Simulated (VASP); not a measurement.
# MgIn2N2 (R-3m) in VASP: a series of runs

Runs on MgIn2N2. Level: LDA. Tasks: single point.

All numbers are computed with VASP 6.6.1; they aren't measurements. Logs are shortened: lines on timing, memory, paths and dates and some standing lists are left out, and cuts for length are marked.

### 1 The cell of the first run

The structure is trigonal, space group R-3m (No. 166). The conventional cell has a = 3.262 Å, b = 3.262 Å, c = 22.736 Å, α = 90.00°, β = 90.00°, γ = 120.00°. Mg (site symmetry -3m) has 6 N at 2.28 Å within 3.0 Å. In (site symmetry 3m) has 3 N at 2.20 Å and 1 In at 2.75 Å within 2.9 Å. N (site symmetry 3m) has 3 In at 2.20 Å and 3 Mg at 2.28 Å within 2.9 Å.

### 2 Single point, LDA

INCAR reads:

```
ALGO = Normal ; EDIFF = 1E-6
ENCUT = 520 ; GGA = CA
ISIF = 2 ; ISMEAR = 0
LASPH = True ; LCHARG = False
LREAL = False ; LWAVE = False
NBANDS = 27 ; NELM = 80
PREC = Accurate ; SIGMA = 0.01
```

KPOINTS reads:

```
k-points
0
Gamma
  6 6 6
```

POSCAR reads:

```
MgIn2N2
1.0
    1.6312055021      0.9417765479      7.5786838950
   -1.6312055021      0.9417765479      7.5786838950
    0.0000000000     -1.8835540716      7.5786838949
Mg In N
1 2 2
Direct
    0.0000000000      0.0000000000      0.0000000000
    0.4394601231      0.4394601231      0.4394601230
    0.5605398769      0.5605398769      0.5605398770
    0.2769955066      0.2769955066      0.2769955066
    0.7230044934      0.7230044934      0.7230044934
```

Potentials or basis: VASP PAW LDA potentials, release 64 (Mg, In_d, N).

Command:

```
$ cat potpaw_LDA.64/Mg/POTCAR potpaw_LDA.64/In_d/POTCAR potpaw_LDA.64/N/POTCAR > POTCAR
$ mpirun -np 1 vasp_std > vasp.out
```

OUTCAR:

```text
EDIFF = 1E-6
   ENCUT = 520
   GGA = CA
   ISIF = 2
   ISMEAR = 0
   LASPH = True
   LREAL = False
   NELM = 80
   PREC = Accurate

 ion  position               nearest neighbor table
   1  0.000  0.000  0.000-   5 2.28   4 2.28   5 2.28   5 2.28   4 2.28   4 2.28   2 3.06   3 3.06
                             2 3.06   3 3.06   2 3.06   3 3.06
   2  0.439  0.439  0.439-   5 2.20   5 2.20   5 2.20   3 2.75   1 3.06   1 3.06   1 3.06
   3  0.561  0.561  0.561-   4 2.20   4 2.20   4 2.20   2 2.75   1 3.06   1 3.06   1 3.06
   4  0.277  0.277  0.277-   3 2.20   3 2.20   3 2.20   1 2.28   1 2.28   1 2.28
   5  0.723  0.723  0.723-   2 2.20   2 2.20   2 2.20   1 2.28   1 2.28   1 2.28

  LATTYP: Found a trigonal (rhomboedric) cell.
 ALAT       =     7.8092396580
 COS(alpha) =     0.9127370584

  Lattice vectors:

 A1 = (   1.6312055021,   0.9417765479,   7.5786838950)
 A2 = (  -1.6312055021,   0.9417765479,   7.5786838950)
 A3 = (   0.0000000000,  -1.8835540716,   7.5786838949)

Analysis of symmetry for initial positions (statically):
=====================================================================
 Subroutine PRICEL returns:
 Original cell was already a primitive cell.

 Routine SETGRP: Setting up the symmetry group for a
 trigonal (rhombohedral) supercell.

 Subroutine GETGRP returns: Found 12 space group operations
 (whereof 12 operations were pure point group operations)
 out of a pool of 12 trial point group operations.

The static configuration has the point symmetry D_3d.

Analysis of symmetry for dynamics (positions and initial velocities):
=====================================================================
 Subroutine PRICEL returns:
 Original cell was already a primitive cell.

 Routine SETGRP: Setting up the symmetry group for a
 trigonal (rhombohedral) supercell.

 Subroutine GETGRP returns: Found 12 space group operations
 (whereof 12 operations were pure point group operations)
 out of a pool of 12 trial point group operations.

The dynamic configuration has the point symmetry D_3d.

 Subroutine INISYM returns: Found 12 space group operations
 (whereof 12 operations are pure point group operations),
 and found     1 'primitive' translations

----------------------------------------------------------------------------------------

                                     Primitive cell

  volume of cell :      69.8557

  direct lattice vectors                    reciprocal lattice vectors
     1.631205502  0.941776548  7.578683895     0.306521771  0.176970439  0.043983018
    -1.631205502  0.941776548  7.578683895    -0.306521771  0.176970439  0.043983018
     0.000000000 -1.883554072  7.578683895     0.000000000 -0.353940878  0.043982995

  length of vectors
     7.809239658  7.809239658  7.809239753     0.356663200  0.356663200  0.356663215

  position of ions in fractional coordinates (direct lattice)
     0.000000000  0.000000000  0.000000000
     0.439460123  0.439460123  0.439460123
     0.560539877  0.560539877  0.560539877
     0.276995507  0.276995507  0.276995507
     0.723004493  0.723004493  0.723004493

  ion indices of the primitive-cell ions
   primitive index   ion index
                 1           1
                 2           2
                 3           3
                 4           4
                 5           5

----------------------------------------------------------------------------------------

 KPOINTS: k-points

Automatic generation of k-mesh.
 Grid dimensions read from file:
 generate k-points for:    6    6    6

 Generating k-lattice:

  Cartesian coordinates                     Fractional coordinates (reciprocal lattice)
     0.051086962  0.029495073  0.007330503     0.166666667  0.000000000 -0.000000000
    -0.051086962  0.029495073  0.007330503     0.000000000  0.166666667 -0.000000000
     0.000000000 -0.058990146  0.007330499     0.000000000  0.000000000  0.166666667

  Length of vectors
     0.059443867  0.059443867  0.059443869

  Shift w.r.t. Gamma in fractional coordinates (k-lattice)
     0.000000000  0.000000000  0.000000000

 Subroutine IBZKPT returns following result:
 ===========================================

 Found     32 irreducible k-points:

 Following reciprocal coordinates:
            Coordinates               Weight
  0.000000  0.000000  0.000000      1.000000
  0.166667  0.000000 -0.000000      6.000000
  0.333333  0.000000 -0.000000      6.000000
  0.500000  0.000000  0.000000      3.000000
  0.166667  0.166667 -0.000000      6.000000
  0.333333  0.166667  0.000000     12.000000
[... 16 lines left out ...]
  0.500000  0.500000  0.166667      6.000000
 -0.333333  0.500000  0.166667     12.000000
 [... further k-points ...]
   k-points           NKPTS =     32   k-points in BZ     NKDIM =     32   number of bands    NBANDS=     27
   number of dos      NEDOS =    301   number of ions     NIONS =      5
   total plane-waves  NPLWV = 216000
   dimension x,y,z NGX =    60 NGY =   60 NGZ =   60
   dimension x,y,z NGXF=   120 NGYF=  120 NGZF=  120
   ions per type =               1   2   2
   NGX,Y,Z   is equivalent  to a cutoff of  12.77, 12.77, 12.77 a.u.
   NGXF,Y,Z  is equivalent  to a cutoff of  25.55, 25.55, 25.55 a.u.
 SYSTEM =  unknown system
   PREC   = accura    normal or accurate (medium, high low for compatibility)
   ISTART =      0    job   : 0-new  1-cont  2-samecut
   ICHARG =      2    charge: 1-file 2-atom 10-const
   ISPIN  =      1    spin polarized calculation?
   LNONCOLLINEAR =      F non collinear calculations
   LSORBIT =      F    spin-orbit coupling
   LASPH  =      T    aspherical Exc in radial PAW
   ENCUT  =  520.0 eV  38.22 Ry    6.18 a.u.  14.52 14.52 14.52*2*pi/ulx,y,z
   NELM   =     80;   NELMIN=  2; NELMDL= -5     # of ELM steps
   EDIFF  = 0.1E-05   stopping-criterion for ELM
   LREAL  =      F    real-space projection
   EDIFFG = 0.1E-04   stopping-criterion for IOM
   NSW    =      0    number of steps for IOM
   IBRION =     -1    ionic relax: 0-MD 1-quasi-New 2-CG
   NFREE  =      0    steps in history (QN), initial steepest desc. (CG)
   ISIF   =      2    stress and relaxation
   ISYM   =      2    0-nonsym 1-usesym 2-fastsym
   POTIM  = 0.5000    time-step for ionic-motion
   TEBEG  =    0.0;   TEEND  =   0.0 temperature during run
   PSTRESS=    0.0 pullay stress
   NELECT =      38.0000    total number of electrons
   NUPDOWN=      -1.0000    fix difference up-down
   EMIN   =  10.00;   EMAX   =-10.00  energy-range for DOS
   EFERMI =   0.00;   METHOD = LEGACY
   ISMEAR =     0;   SIGMA  =   0.01  broadening in eV -4-tet -1-fermi 0-gaus
   EFERMI_NEDOS =   21; number of points for ismear=-14 and -15
   IALGO  =     38    algorithm
   IMIX   =      4    mixing-type and parameters
     AMIX     =   0.40;   BMIX     =  1.00
     AMIX_MAG =   1.60;   BMIX_MAG =  1.00
  volume/ion in A,a.u.               =      13.97        94.28
  Fermi-wavevector in a.u.,A,eV,Ry     =   1.336397  2.525424 24.299415  1.785957
  Thomas-Fermi vector in A             =   2.465027
   LORBIT       =      0    0 simple, 1 ext, 2 COOP (PROOUT), +10 PAW based schemes
   GGA     = CA    functional components
   LHFCALC =     F    Hartree Fock is set to
   AEXX    =    0.0000 exact exchange contribution
   IVDW    =     0    specifies the selected vdW correction
   LEPSILON=     F    determine dielectric tensor
   LRPA    =     F    only Hartree local field effects (RPA)
 non-spin polarized calculation
 Gauss-broadening in eV      SIGMA  =   0.01
  energy-cutoff  :      520.00
  volume of cell :       69.86
 maximum number of plane-waves:      1910
 NGX is ok and might be reduce to    60
   NGX = 29   NGY = 29   NGZ = 29

 number of electron      38.0000001 magnetization

 Free energy of the ion-electron system (eV)
  ---------------------------------------------------
  ext. energy  EPLUGINS =         0.00000000
  ---------------------------------------------------
  free energy    TOTEN  =       -28.14981543 eV

  energy without entropy =      -28.14981543  energy(sigma->0) =      -28.14981543

 E-fermi :   7.1447     XC(G=0): -11.4777

 val. band max:        7.0588104811   @ k =   0.5000   0.5000   0.5000
 cond. band min:       7.5283480806   @ k =   0.5000   0.5000   0.5000
 fundamental gap:      0.4695375995
 Fermi energy:         7.1447357349

 k-point     1 :       0.0000    0.0000    0.0000
  band No.  band energies     occupation
      1      -7.7570      2.00000
      2      -7.2776      2.00000
      3      -6.9915      2.00000
      4      -6.7577      2.00000
      5      -6.7577      2.00000
      6      -6.7334      2.00000
[... 19 lines left out ...]
     26      17.9364      0.00000
     27      17.9364      0.00000

 k-point     2 :       0.1667    0.0000   -0.0000
  band No.  band energies     occupation
      1      -7.7638      2.00000
      2      -7.4517      2.00000
      3      -6.9728      2.00000
      4      -6.6765      2.00000
      5      -6.6741      2.00000
      6      -6.6546      2.00000
[... 19 lines left out ...]
     26      16.5010      0.00000
     27      17.3026      0.00000

 k-point     3 :       0.3333    0.0000   -0.0000
  band No.  band energies     occupation
      1      -7.8515      2.00000
      2      -7.7220      2.00000
      3      -6.8980      2.00000
      4      -6.7741      2.00000
      5      -6.6664      2.00000
      6      -6.6317      2.00000
[... 19 lines left out ...]
     26      15.8962      0.00000
     27      16.4914      0.00000

 k-point     4 :       0.5000    0.0000    0.0000
  band No.  band energies     occupation
      1      -7.8770      2.00000
      2      -7.8675      2.00000
      3      -6.8700      2.00000
      4      -6.8341      2.00000
      5      -6.6839      2.00000
      6      -6.6458      2.00000
[... 19 lines left out ...]
     26      16.1827      0.00000
     27      16.4675      0.00000

 k-point     5 :       0.1667    0.1667   -0.0000
  band No.  band energies     occupation
      1      -7.7610      2.00000
      2      -7.4569      2.00000
      3      -6.9607      2.00000
      4      -6.6750      2.00000
      5      -6.6705      2.00000
      6      -6.6540      2.00000
[... 19 lines left out ...]
     26      16.5051      0.00000
     27      17.6934      0.00000

 k-point     6 :       0.3333    0.1667    0.0000
  band No.  band energies     occupation
      1      -7.8103      2.00000
      2      -7.6395      2.00000
      3      -6.9089      2.00000
      4      -6.7069      2.00000
      5      -6.6728      2.00000
      6      -6.6208      2.00000
[... 444 lines left out ...]
      1      -7.8348      2.00000
      2      -7.8204      2.00000
      3      -6.8432      2.00000
      4      -6.7666      2.00000
      5      -6.7200      2.00000
      6      -6.6235      2.00000
[... 19 lines left out ...]
     26      15.8549      0.00000
     27      16.0178      0.00000

 k-point    22 :      -0.1667    0.3333    0.1667
  band No.  band energies     occupation
      1      -7.8698      2.00000
      2      -7.7840      2.00000
      3      -6.8429      2.00000
      4      -6.7675      2.00000
      5      -6.7187      2.00000
      6      -6.6235      2.00000
[... 19 lines left out ...]
     26      15.2440      0.00000
     27      16.2610      0.00000

 k-point    23 :       0.5000    0.5000    0.1667
  band No.  band energies     occupation
      1      -7.8374      2.00000
      2      -7.7363      2.00000
      3      -6.8728      2.00000
      4      -6.7702      2.00000
      5      -6.6692      2.00000
      6      -6.6531      2.00000
[... 19 lines left out ...]
     26      15.7749      0.00000
     27      16.7977      0.00000

 k-point    24 :      -0.3333    0.5000    0.1667
  band No.  band energies     occupation
      1      -7.8505      2.00000
      2      -7.8038      2.00000
      3      -6.8368      2.00000
      4      -6.7643      2.00000
      5      -6.7215      2.00000
      6      -6.6294      2.00000
[... 19 lines left out ...]
     26      15.6584      0.00000
     27      16.0809      0.00000

 [... further k-points ...]
[... 5 lines left out ...]
  --------------------------------------------------------------------------------------
  -------------------------------------------------------------------------------------
  Total       -0.1010810     -0.1010810     -0.0836775      0.0000000      0.0000000      0.0000000
  in kB       -2.3183476     -2.3183473     -1.9191884      0.0000000      0.0000001      0.0000000
  external PRESSURE =      -2.1852944 kB  Pullay stress =       0.0000000 kB

 VOLUME and BASIS-vectors are now :
 -----------------------------------------------------------------------------
  energy-cutoff  :      520.00
  volume of cell :       69.86
      direct lattice vectors                 reciprocal lattice vectors
     1.631205502  0.941776548  7.578683895     0.306521771  0.176970439  0.043983018
    -1.631205502  0.941776548  7.578683895    -0.306521771  0.176970439  0.043983018
     0.000000000 -1.883554072  7.578683895     0.000000000 -0.353940878  0.043982995

 POSITION                                       TOTAL-FORCE (eV/Angst)
 -----------------------------------------------------------------------------------
      0.00000      0.00000      0.00000         0.000000      0.000000      0.000000
      0.00000     -0.00000      9.99159         0.000000      0.000000     -0.015820
      0.00000     -0.00000     12.74446         0.000000     -0.000000      0.015820
      0.00000     -0.00000      6.29778         0.000000     -0.000000      0.051307
      0.00000     -0.00000     16.43827         0.000000      0.000000     -0.051307
 -----------------------------------------------------------------------------------
    total drift:                               -0.000000     -0.000000     -0.000000

  FREE ENERGIE OF THE ION-ELECTRON SYSTEM (eV)
  ---------------------------------------------------
  free  energy   TOTEN  =       -28.1498154336 eV

  energy  without entropy=      -28.1498154336  energy(sigma->0) =      -28.14981543
```

Run time: 2.6 min. Hardware: 1 thread of AMD EPYC 9R45 (Zen 5), shared host; peak memory 0.36 GiB.

Results:

| Property | Result |
| --- | --- |
| Free energy | -28.1498 eV |
| Pressure | -0.2 GPa |
| Largest force | 0.051 eV/Å |
| Band gap on the k mesh | 0.47 eV, direct |

Forces in eV/Å, atoms in the order of the input:
```
Mg   0.000  0.000  0.000
In   0.000  0.000 -0.016
In   0.000  0.000  0.016
N    0.000  0.000  0.051
N    0.000  0.000 -0.051
```

Levels at points of the mesh, in eV from the valence-band top:
```tsv
k point	band 17	band 18	band 19	band 20	band 21	band 22
(0.00, 0.00, 0.00)	-0.63	-0.32	-0.32	2.20	3.40	5.85
(0.50, 0.00, 0.00)	-1.74	-1.43	-0.74	2.31	3.11	3.72
(0.50, 0.50, 0.00)	-1.85	-1.67	-1.30	1.29	4.12	4.60
(0.50, 0.50, 0.50)	-0.29	-0.29	0.00	0.47	3.65	6.47
```

Caveat: spin-orbit coupling is left out, which moves the levels of the heavy elements.

(Continued in part 2 of 2.)
